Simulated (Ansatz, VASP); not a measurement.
ZnS in VASP and in Ansatz

The input INCAR:

```
ALGO     = Normal         # electronic algorithm
EDIFF    = 1E-6           # SCF threshold, eV
ENCUT    = 520            # plane-wave cutoff, eV
GGA      = PS             # functional
ISIF     = 2              # what is computed and relaxed
ISMEAR   = 0              # smearing method
LASPH    = T              # aspherical terms in the spheres
LCHARG   = F              # write CHGCAR
LREAL    = F              # projectors in reciprocal space
LWAVE    = F              # write WAVECAR
NBANDS   = 26             # bands
NELM     = 60             # most SCF steps
PREC     = Accurate       # precision mode
SIGMA    = 0.02           # smearing width, eV
```

File KPOINTS:

```
k-points
0
Gamma
  9 9 6
```

File POSCAR:

```
ZnS
1.0
    3.9311214632      0.0000000000      0.0000000000
   -1.9655607316      3.4044510524      0.0000000000
    0.0000000000      0.0000000000      6.5240056800
Zn S
2 2
Direct
    0.3333333333      0.6666666667     -0.0096246391
    0.6666666667      0.3333333333      0.4903753609
    0.3333333333      0.6666666667      0.3946246391
    0.6666666667      0.3333333333      0.8946246391
```

Input for Ansatz:

```yaml
crystal:
  lattice:
    - [3.9311214632, 0.0, 0.0]
    - [-1.9655607316, 3.4044510524, 0.0]
    - [0.0, 0.0, 6.52400568]
  atoms:
    - { symbol: Zn, position: [0.3333333333, 0.6666666667, -0.0096246391] }
    - { symbol: Zn, position: [0.6666666667, 0.3333333333, 0.4903753609] }
    - { symbol: S, position: [0.3333333333, 0.6666666667, 0.3946246391] }
    - { symbol: S, position: [0.6666666667, 0.3333333333, 0.8946246391] }
basis:
  ecutwfc: 420
kpoints:
  mp_grid: { grid: [9, 9, 6] }
hamiltonian:
  xc: pbesol
scf:
  occupations: { method: gaussian, width: 0.02 }
output:
  forces: true
  stress: true
  eigenvalues: true
  populations: true
```

Alike in both runs: task single point; functional PBEsol; k mesh 9 × 9 × 6; occupations gaussian, width 0.02 eV; no spin polarisation.

|  | VASP | Ansatz |
| --- | --- | --- |
| version | VASP 6.6.1 | Ansatz 0.2.0 |
| potentials or method | VASP PAW PBE potentials, release 64 (Zn, S), cutoff 520 eV | scalar-relativistic, plane waves, PAW |
| valence electrons in the cell | 36 | 36 |

Ansatz gave:

| Quantity | Value |
| --- | --- |
| gap on the k mesh at the Fermi level (eV) | 1.66 |
| least direct gap on the mesh (eV) | 1.66 |
| pressure (GPa) | -6.5 |
| traceless stress, the component that is largest in VASP (GPa) | -1.11 |
| rms of the force components (eV/Å) | 0.246 |

Q: Which values does VASP return?

A: gap on the k mesh at the Fermi level (eV): 1.66; least direct gap on the mesh (eV): 1.66; pressure (GPa): -6.4; traceless stress, the component that is largest in VASP (GPa): -1.16; rms of the force components (eV/Å): 0.249.

VASP's potentials were made for PBE, not for PBEsol. Atom by atom the forces differ by 0.003 eV/Å (rms over components).
